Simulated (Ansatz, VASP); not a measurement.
**One calculation of TiO2, two programs**

```xyz
6
Lattice="-1.8921 1.8921 4.7573 1.8921 -1.8921 4.7573 1.8921 1.8921 -4.7573" Properties=species:S:1:pos:R:3 pbc="T T T"
Ti    0.0000    1.8921    2.3786
Ti    0.0000    0.0000    0.0000
O     0.0000    0.0000    7.5346
O     0.0000    1.8921    0.3987
O     0.0000    1.8921    4.3586
O     0.0000    0.0000    1.9800
```

Alike in both runs: functional PBEsol; k mesh 10 × 10 × 10; occupations fermi-dirac, width 0.05 eV; no spin polarisation.

|  | VASP | Ansatz |
| --- | --- | --- |
| version | VASP 6.6.1 | Ansatz 0.2.0 |
| potentials or method | VASP PAW PBE potentials, release 64 (Ti_sv, O), cutoff 520 eV | all-electron LAPW, scalar-relativistic |
| task | single point | band structure |

Ansatz gave:

```
gap on the k mesh at the Fermi level (eV)                     : 2.08
least direct gap on the mesh (eV)                             : 2.42
pressure (GPa)                                                : -1.1
traceless stress, the component that is largest in VASP (GPa) : 0.61
rms of the force components (eV/Å)                            : 0.003
```

**Question.** What did VASP give for the same quantities?

**Answer.** gap on the k mesh at the Fermi level (eV): 2.06; least direct gap on the mesh (eV): 2.40; pressure (GPa): -0.3; traceless stress, the component that is largest in VASP (GPa): 0.66; rms of the force components (eV/Å): 0.006.

VASP's potentials were made for PBE, not for PBEsol. Atom by atom the forces differ by 0.009 eV/Å (rms over components). Ansatz ran all-electron here, and VASP with PAW potentials.
